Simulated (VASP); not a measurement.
# Dy3Br (P4/mmm) in VASP: relaxation of cell and atoms with PBE

Aim: the relaxation of cell and atoms of Dy3Br with PBE.

Program: VASP 6.6.1. These are calculated values, not measurements. Logs are shortened: lines on timing, memory, paths and dates and some standing lists are left out, and cuts for length are marked.

## (1) The cell of the first run

It takes space group P4/mmm (No. 123, tetragonal). The conventional cell has a = 4.918 Å, b = 4.918 Å, c = 4.782 Å, α = 90.00°, β = 90.00°, γ = 90.00°. Within 4.5 Å of Dy (site symmetry 4/mmm) lie 8 Dy at 3.43 Å and 4 Br at 3.48 Å. Dy (site symmetry mmm) has 8 Dy at 3.43 to 3.48 Å and 4 Br at 3.43 Å within 4.5 Å. Within 4.5 Å of Br (site symmetry 4/mmm) lie 12 Dy at 3.43 to 3.48 Å.

The cell was generated, and may not be a known phase.

## (2) Relaxation of cell and atoms, PBE

File INCAR:

```
SYSTEM = Dy3Br
PREC = Accurate
ENCUT = 500
EDIFF = 1E-7
ISMEAR = 0
SIGMA = 0.1
LREAL = .FALSE.
LASPH = .TRUE.
NELM = 200
ALGO = Normal
ISIF = 3
LWAVE = .FALSE.
LCHARG = .FALSE.
GGA = PE
IBRION = 2
NSW = 100
EDIFFG = -0.01
GGA_COMPAT = .FALSE.
NELMIN = 4
LMAXMIX = 6
```

File KPOINTS:

```
Automatic mesh
0
G
  10 10 10
  0 0 0
```

File POSCAR:

```
Dy3Br
1.0
    4.9176200900      0.0000000000      0.0000000000
    0.0000000000      4.9176200900      0.0000000000
    0.0000000000      0.0000000000      4.7821894793
Dy Br
3 1
Direct
    0.5000000000      0.5000000000      0.0000000000
    0.5000000000      0.0000000000      0.5000000000
    0.0000000000      0.5000000000      0.5000000000
    0.0000000000      0.0000000000      0.0000000000
```

Potentials or basis: VASP PAW PBE potentials, release 64 (Dy_3, Br), 4f in core.

The run is started by

```
> cat potpaw_PBE.64/Dy_3/POTCAR potpaw_PBE.64/Br/POTCAR > POTCAR
> mpirun -np 1 vasp_std > vasp.out
```

OUTCAR:

```text
SYSTEM = Dy3Br
   PREC = Accurate
   ENCUT = 500
   EDIFF = 1E-7
   ISMEAR = 0
   LREAL = .FALSE.
   LASPH = .TRUE.
   NELM = 200
   ISIF = 3
   GGA = PE
   IBRION = 2
   NSW = 100
   EDIFFG = -0.01
   NELMIN = 4

 ion  position               nearest neighbor table
   1  0.500  0.500  0.000-   2 3.43   3 3.43   2 3.43   3 3.43   2 3.43   2 3.43   3 3.43   3 3.43

   2  0.500  0.000  0.500-   1 3.43   1 3.43   1 3.43   1 3.43   3 3.48   3 3.48   3 3.48   3 3.48

   3  0.000  0.500  0.500-   1 3.43   1 3.43   1 3.43   1 3.43   2 3.48   2 3.48   2 3.48   2 3.48

   4  0.000  0.000  0.000-

  LATTYP: Found a simple tetragonal cell.
 ALAT       =     4.9176200900
 C/A-ratio  =     0.9724601315

  Lattice vectors:

 A1 = (   4.9176200900,   0.0000000000,   0.0000000000)
 A2 = (   0.0000000000,   4.9176200900,   0.0000000000)
 A3 = (   0.0000000000,   0.0000000000,   4.7821894793)

Analysis of symmetry for initial positions (statically):
=====================================================================
 Subroutine PRICEL returns:
 Original cell was already a primitive cell.

 Routine SETGRP: Setting up the symmetry group for a
 simple tetragonal supercell.

 Subroutine GETGRP returns: Found 16 space group operations
 (whereof 16 operations were pure point group operations)
 out of a pool of 16 trial point group operations.

The static configuration has the point symmetry D_4h.

Analysis of symmetry for dynamics (positions and initial velocities):
=====================================================================
 Subroutine PRICEL returns:
 Original cell was already a primitive cell.

 Routine SETGRP: Setting up the symmetry group for a
 simple tetragonal supercell.

 Subroutine GETGRP returns: Found 16 space group operations
 (whereof 16 operations were pure point group operations)
 out of a pool of 16 trial point group operations.

The dynamic configuration has the point symmetry D_4h.

 Subroutine INISYM returns: Found 16 space group operations
 (whereof 16 operations are pure point group operations),
 and found     1 'primitive' translations

----------------------------------------------------------------------------------------

                                     Primitive cell

  volume of cell :     115.6476

  direct lattice vectors                    reciprocal lattice vectors
     4.917620090  0.000000000  0.000000000     0.203350397  0.000000000  0.000000000
     0.000000000  4.917620090  0.000000000     0.000000000  0.203350397  0.000000000
     0.000000000  0.000000000  4.782189479     0.000000000  0.000000000  0.209109238

  length of vectors
     4.917620090  4.917620090  4.782189479     0.203350397  0.203350397  0.209109238

  position of ions in fractional coordinates (direct lattice)
     0.500000000  0.500000000  0.000000000
     0.500000000  0.000000000  0.500000000
     0.000000000  0.500000000  0.500000000
     0.000000000  0.000000000  0.000000000

  ion indices of the primitive-cell ions
   primitive index   ion index
                 1           1
                 2           2
                 3           3
                 4           4

----------------------------------------------------------------------------------------

 KPOINTS: Automatic mesh

Automatic generation of k-mesh.
 Grid dimensions read from file:
 generate k-points for:   10   10   10

 Generating k-lattice:
[... 57 lines left out ...]
   LNONCOLLINEAR =      F non collinear calculations
   LSORBIT =      F    spin-orbit coupling
   LASPH  =      T    aspherical Exc in radial PAW
   ENCUT  =  500.0 eV  36.75 Ry    6.06 a.u.   8.97  8.97  8.72*2*pi/ulx,y,z
   NELM   =    200;   NELMIN=  4; NELMDL= -5     # of ELM steps
   EDIFF  = 0.1E-06   stopping-criterion for ELM
   LREAL  =      F    real-space projection
   EDIFFG = -.1E-01   stopping-criterion for IOM
   NSW    =    100    number of steps for IOM
   IBRION =      2    ionic relax: 0-MD 1-quasi-New 2-CG
   NFREE  =      1    steps in history (QN), initial steepest desc. (CG)
   ISIF   =      3    stress and relaxation
   ISYM   =      2    0-nonsym 1-usesym 2-fastsym
   POTIM  = 0.5000    time-step for ionic-motion
   TEBEG  =    0.0;   TEEND  =   0.0 temperature during run
   PSTRESS=    0.0 pullay stress
   NELECT =      34.0000    total number of electrons
   NUPDOWN=      -1.0000    fix difference up-down
   EMIN   =  10.00;   EMAX   =-10.00  energy-range for DOS
   EFERMI =   0.00;   METHOD = LEGACY
   ISMEAR =     0;   SIGMA  =   0.10  broadening in eV -4-tet -1-fermi 0-gaus
   EFERMI_NEDOS =   21; number of points for ismear=-14 and -15
   IALGO  =     38    algorithm
   IMIX   =      4    mixing-type and parameters
     AMIX     =   0.40;   BMIX     =  1.00
     AMIX_MAG =   1.60;   BMIX_MAG =  1.00
  volume/ion in A,a.u.               =      28.91       195.11
  Fermi-wavevector in a.u.,A,eV,Ry     =   1.088568  2.057095 16.122635  1.184980
  Thomas-Fermi vector in A             =   2.224752
   LORBIT       =      0    0 simple, 1 ext, 2 COOP (PROOUT), +10 PAW based schemes
   GGA     = PE    functional components
   LHFCALC =     F    Hartree Fock is set to
   AEXX    =    0.0000 exact exchange contribution
   IVDW    =     0    specifies the selected vdW correction
   LEPSILON=     F    determine dielectric tensor
   LRPA    =     F    only Hartree local field effects (RPA)
 conjugate gradient relaxation of ions
 non-spin polarized calculation
 Gauss-broadening in eV      SIGMA  =   0.10
  energy-cutoff  :      500.00
  volume of cell :      115.65
 maximum number of plane-waves:      2980
 NGX is ok and might be reduce to    36
   NGX = 17   NGY = 17   NGZ = 17

--------------------------------------- Ionic step        1  -------------------------------------------

 number of electron      34.0000001 magnetization

 Free energy of the ion-electron system (eV)
  ---------------------------------------------------
  ext. energy  EPLUGINS =         0.00000000
  ---------------------------------------------------
  free energy    TOTEN  =       -15.29920656 eV

  energy without entropy =      -15.27136316  energy(sigma->0) =      -15.28528486

------------------------ aborting loop because EDIFF is reached ----------------------------------------

  FORCE on cell =-STRESS in cart. coord.  units (eV):
  Direction    XX          YY          ZZ          XY          YZ          ZX
  --------------------------------------------------------------------------------------
  -------------------------------------------------------------------------------------
  Total        0.1840552      0.1840552      0.1610824      0.0000000      0.0000000      0.0000000
  in kB        2.5498929      2.5498929      2.2316284      0.0000000      0.0000000      0.0000000
  external PRESSURE =       2.4438047 kB  Pullay stress =       0.0000000 kB

 VOLUME and BASIS-vectors are now :
 -----------------------------------------------------------------------------
  energy-cutoff  :      500.00
  volume of cell :      115.65
      direct lattice vectors                 reciprocal lattice vectors
     4.917620090  0.000000000  0.000000000     0.203350397  0.000000000  0.000000000
     0.000000000  4.917620090  0.000000000     0.000000000  0.203350397  0.000000000
     0.000000000  0.000000000  4.782189479     0.000000000  0.000000000  0.209109238

 POSITION                                       TOTAL-FORCE (eV/Angst)
 -----------------------------------------------------------------------------------
      2.45881      2.45881      0.00000         0.000000      0.000000      0.000000
      2.45881      0.00000      2.39109         0.000000      0.000000      0.000000
      0.00000      2.45881      2.39109         0.000000      0.000000      0.000000
      0.00000      0.00000      0.00000         0.000000      0.000000      0.000000
 -----------------------------------------------------------------------------------
    total drift:                                0.000000      0.000000      0.000000

  FREE ENERGIE OF THE ION-ELECTRON SYSTEM (eV)
  ---------------------------------------------------
  free  energy   TOTEN  =       -15.2992065570 eV

  energy  without entropy=      -15.2713631585  energy(sigma->0) =      -15.28528486

--------------------------------------- Ionic step        2  -------------------------------------------

 number of electron      34.0000001 magnetization

 Free energy of the ion-electron system (eV)
  ---------------------------------------------------
  ext. energy  EPLUGINS =         0.00000000
  ---------------------------------------------------
  free energy    TOTEN  =       -15.29984406 eV

  energy without entropy =      -15.27156226  energy(sigma->0) =      -15.28570316

 E-fermi :   4.0975     XC(G=0):  -9.8843

 val. band max:        4.0967181754   @ k =   0.5000   0.4000   0.5000
 cond. band min:       4.0987630809   @ k =   0.3000   0.0000   0.0000
 fundamental gap:      0.0020449055
 Fermi energy:         4.0974560988

 k-point     1 :       0.0000    0.0000    0.0000
  band No.  band energies     occupation
      1     -19.7767      2.00000
      2     -19.7726      2.00000
      3     -19.7726      2.00000
      4     -19.5165      2.00000
      5     -19.4855      2.00000
      6     -19.4855      2.00000
[... 565 lines left out ...]
     20       3.8019      1.99997
     21       6.3172      0.00000

 [... further k-points ...]
[... 5 lines left out ...]
  --------------------------------------------------------------------------------------
  -------------------------------------------------------------------------------------
  Total        0.0346927      0.0346927      0.0044355      0.0000000      0.0000000     -0.0000000
  in kB        0.4775768      0.4775768      0.0610580      0.0000000      0.0000000     -0.0000000
  external PRESSURE =       0.3387372 kB  Pullay stress =       0.0000000 kB

 VOLUME and BASIS-vectors are now :
 -----------------------------------------------------------------------------
  energy-cutoff  :      500.00
  volume of cell :      116.39
      direct lattice vectors                 reciprocal lattice vectors
     4.928536360  0.000000000  0.000000000     0.202899994 -0.000000000  0.000000000
     0.000000000  4.928536360  0.000000000     0.000000000  0.202899994 -0.000000000
    -0.000000000  0.000000000  4.791480127    -0.000000000 -0.000000000  0.208703777

 POSITION                                       TOTAL-FORCE (eV/Angst)
 -----------------------------------------------------------------------------------
      2.46427      2.46427      0.00000         0.000000     -0.000000      0.000000
      2.46427      0.00000      2.39574         0.000000     -0.000000      0.000000
     -0.00000      2.46427      2.39574        -0.000000      0.000000      0.000000
      0.00000      0.00000      0.00000         0.000000     -0.000000      0.000000
 -----------------------------------------------------------------------------------
    total drift:                                0.000000      0.000000      0.000000

  FREE ENERGIE OF THE ION-ELECTRON SYSTEM (eV)
  ---------------------------------------------------
  free  energy   TOTEN  =       -15.2998440590 eV

  energy  without entropy=      -15.2715622560  energy(sigma->0) =      -15.28570316

 reached required accuracy - stopping structural energy minimisation
```

Run time: 6.9 min. Hardware: 1 thread of Intel Xeon Platinum 8488C (Sapphire Rapids), shared host; peak memory 0.41 GiB.

Results:

* Free energy: -15.2998 eV
* Relaxed volume: 29.10 Å³/atom
* Relaxed cell: a = 4.929 Å, b = 4.929 Å, c = 4.791 Å, α = 90.00°, β = 90.00°, γ = 90.00°
* Space group after relaxing (to 0.1 Å): P4/mmm (No. 123)
* Energy gained by relaxing: 0.2 meV/atom
* Ionic steps: 2
* Pressure after relaxing: 0.0 GPa
* Band gap on the k mesh: zero (bands 17 and 18 overlap by 1.36 eV)

The path:
```
step  energy change (eV)  largest force (eV/Å)  pressure (GPa)  volume (Å³)
   1              0.0000                0.0000            0.24       115.65
   2             -0.0006                0.0000            0.03       116.39
```

Final structure:
```cif
data_structure
_symmetry_space_group_name_H-M 'P 1'
_symmetry_Int_Tables_number 1
_cell_length_a 4.9285
_cell_length_b 4.9285
_cell_length_c 4.7915
_cell_angle_alpha 90.000
_cell_angle_beta 90.000
_cell_angle_gamma 90.000
_cell_volume 116.39
loop_
_atom_site_label
_atom_site_type_symbol
_atom_site_fract_x
_atom_site_fract_y
_atom_site_fract_z
_atom_site_occupancy
Dy1 Dy 0.50000 0.50000 0.00000 1
Dy2 Dy 0.50000 0.00000 0.50000 1
Dy3 Dy 0.00000 0.50000 0.50000 1
Br1 Br 0.00000 0.00000 0.00000 1
```

Caveat: spin-orbit coupling is left out, which moves the levels of the heavy elements; the 4f electrons are frozen in the core, so they carry no moment and show no levels; the run has no spin polarisation, though such a crystal can be magnetic.
